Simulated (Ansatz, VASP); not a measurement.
TiNi: VASP beside Ansatz

The input POSCAR:

```
TiNi
1.0
    3.6204080500      0.0000000000      0.0000000000
    0.0000000000      3.6204080500      0.0000000000
    0.0000000000      0.0000000000      3.4445041275
Ti Ni
2 2
Direct
    0.0000000000      0.5000000000      0.4808010000
    0.5000000000      0.0000000000      0.5191990000
    0.5000000000      0.5000000000      0.0000000000
    0.0000000000      0.0000000000      0.0000000000
```

File INCAR.step1:

```
PREC = Accurate
ENCUT = 520
ISMEAR = 0
SIGMA = 0.05
LREAL = F
LASPH = T
NELM = 60
NBANDS = 30
GGA = PE
ALGO = Normal
EDIFF = 1E-4
LWAVE = T
LCHARG = F
```

Contents of INCAR.step2:

```
PREC = Accurate
ENCUT = 520
EDIFF = 1E-7
ISMEAR = 0
SIGMA = 0.05
LREAL = F
LASPH = T
NELM = 60
ALGO = Normal
ISIF = 2
LWAVE = F
LCHARG = F
METAGGA = R2SCAN
LMIXTAU = T
NBANDS = 30
ISTART = 1
```

The input KPOINTS:

```
regular mesh
0
Gamma
  10 10 10
```

Input for Ansatz:

```yaml
crystal:
  lattice:
    - [3.62040805, 0.0, 0.0]
    - [0.0, 3.62040805, 0.0]
    - [0.0, 0.0, 3.4445041275]
  atoms:
    - { symbol: Ti, position: [0.0, 0.5, 0.480801] }
    - { symbol: Ti, position: [0.5, 0.0, 0.519199] }
    - { symbol: Ni, position: [0.5, 0.5, 0.0] }
    - { symbol: Ni, position: [0.0, 0.0, 0.0] }
basis:
  ecutwfc: 500
  fft_grid_basis: typed
kpoints:
  mp_grid: { grid: [10, 10, 10] }
hamiltonian:
  xc: r2scan
scf:
  occupations: { method: gaussian, width: 0.05 }
output:
  forces: true
  stress: true
  eigenvalues: true
  bader: true
  write_density: true
  volumetric_format: npy
  elf: true
```

Alike in both runs: task single point; functional r2SCAN; k mesh 10 × 10 × 10; occupations gaussian, width 0.05 eV; no spin polarisation.

|  | VASP | Ansatz |
| --- | --- | --- |
| version | VASP 6.6.1 | Ansatz 0.2.0 |
| potentials or method | VASP PAW PBE potentials, release 64 (Ti_sv, Ni), cutoff 520 eV | scalar-relativistic, plane waves, PAW |
| valence electrons in the cell | 44 | 60 |

Ansatz gave:

- gap on the k mesh at the Fermi level (eV): none
- rms of the force components (eV/Å): 0.117

Problem. Which values does VASP return?

Solution. gap on the k mesh at the Fermi level (eV): none; rms of the force components (eV/Å): 0.114.

VASP's potentials were made for PBE, not for r2SCAN. Atom by atom the forces differ by 0.002 eV/Å (rms over components). A gap of «none» marks a metal or a gap that the smearing closes. VASP's potentials hold 44 valence electrons a cell and Ansatz's 60, so a difference there can come from the potentials and not from the codes.
